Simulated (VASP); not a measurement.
Runs of VASP 6.6.1 on Ti. The structure is that of space group I4/mmm (No. 139), or close to it. The cells are those of the table. 

| cell | gap on the mesh (eV) | pressure (GPa) |
| --- | --- | --- |
| a = 2.664, b = 2.664, c = 2.871 Å, angles 57.4, 57.4, 65.2°, 1 atom | none | 22.5 |
| a = 2.714, b = 2.714, c = 2.871 Å, angles 58.1, 58.1, 63.9°, 1 atom | none | 15.5 |
| a = 3.094, b = 3.094, c = 2.871 Å, angles 62.4, 62.4, 55.3°, 1 atom | none | (a) |
| a = 3.065, b = 3.065, c = 2.871 Å, angles 62.1, 62.1, 55.9°, 1 atom | none | -11.8 |
| a = 3.037, b = 3.037, c = 2.871 Å, angles 61.8, 61.8, 56.4°, 1 atom | none | -10.6 |
| a = 2.765, b = 2.765, c = 2.871 Å, angles 58.7, 58.7, 62.5°, 1 atom | none | (b) |

Alike in all rows: task single point; level PBEsol; potentials or basis VASP PAW PBE potentials, release 64 (Ti_sv); no spin polarisation; k mesh 20 × 20 × 20; cutoff (eV) 520; smearing gaussian 0.15 eV.

Problem. Estimate the missing entries.

Solution. (a) -13.0; (b) 9.3.

Caveats: the PAW data sets were made with another functional, which shifts forces and pressure a little; the cell stands under pressure (at least some runs); the cell stands under tension (at least some runs).

A gap of «none» marks levels without a gap at the run's occupations.
